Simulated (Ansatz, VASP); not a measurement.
CdF2: VASP beside Ansatz

```
Cd F
1.0
     0.00000    2.59257    2.73491
     2.59257    0.00000    2.73491
     2.59257    2.59257    0.00000
Cd F
1 2
Direct
  0.00000 0.00000 0.00000
  0.25000 0.25000 0.25000
  0.75000 0.75000 0.75000
```

Alike in both runs: task single point; functional PBE; k mesh 8 × 8 × 8; occupations gaussian, width 0.05 eV; no spin polarisation.

```csv
,VASP,Ansatz
version,VASP 6.6.1,Ansatz 0.2.0
potentials or method,"VASP PAW PBE potentials, release 64 (Cd_sv_GW, F), cutoff 700 eV","scalar-relativistic, plane waves, PAW"
valence electrons in the cell,34,34
```

Ansatz gave:

- gap on the k mesh at the Fermi level (eV): 3.25
- least direct gap on the mesh (eV): 3.61
- pressure (GPa): 13.8
- traceless stress, the component that is largest in VASP (GPa): -3.99

Question: Estimate VASP's values.

Answer: gap on the k mesh at the Fermi level (eV): 3.24; least direct gap on the mesh (eV): 3.60; pressure (GPa): 13.4; traceless stress, the component that is largest in VASP (GPa): -3.99.
